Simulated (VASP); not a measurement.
A run of VASP 6.6.1:

Contents of INCAR:

```
ALGO = Normal ; EDIFF = 1E-6
ENCUT = 750 ; GGA = CA
GGA_COMPAT = F ; ISIF = 2
ISMEAR = 0 ; LASPH = T
LCHARG = F ; LREAL = F
LWAVE = F ; NBANDS = 10
NELM = 120 ; PREC = Accurate
SIGMA = 0.1
```

Contents of KPOINTS:

```
k-points
0
Gamma
  6 6 6
```

File POSCAR:

```
LiMg
1.0
    3.4153260000      0.0000000000      0.0000000000
    0.0000000000      3.4153260000      0.0000000000
    0.0000000000      0.0000000000      3.4153260000
Li Mg
1 1
Direct
    0.0000000000      0.0000000000      0.0000000000
    0.5000000000      0.5000000000      0.5000000000
```

Potentials or basis: VASP PAW LDA potentials, release 64 (Li_sv, Mg).

Launch:

```bash
$ cat potpaw_LDA.64/Li_sv/POTCAR potpaw_LDA.64/Mg/POTCAR > POTCAR
$ mpirun -np 1 vasp_std > vasp.out
```

Hardware: 1 thread of Intel Xeon 8259CL, on a shared host.

Estimate the wall time of this run.

Wall time 10 s on 1 thread of Intel Xeon 8259CL (shared host), peak memory 0.16 GiB. Counts: scf iterations 10, k points 20.
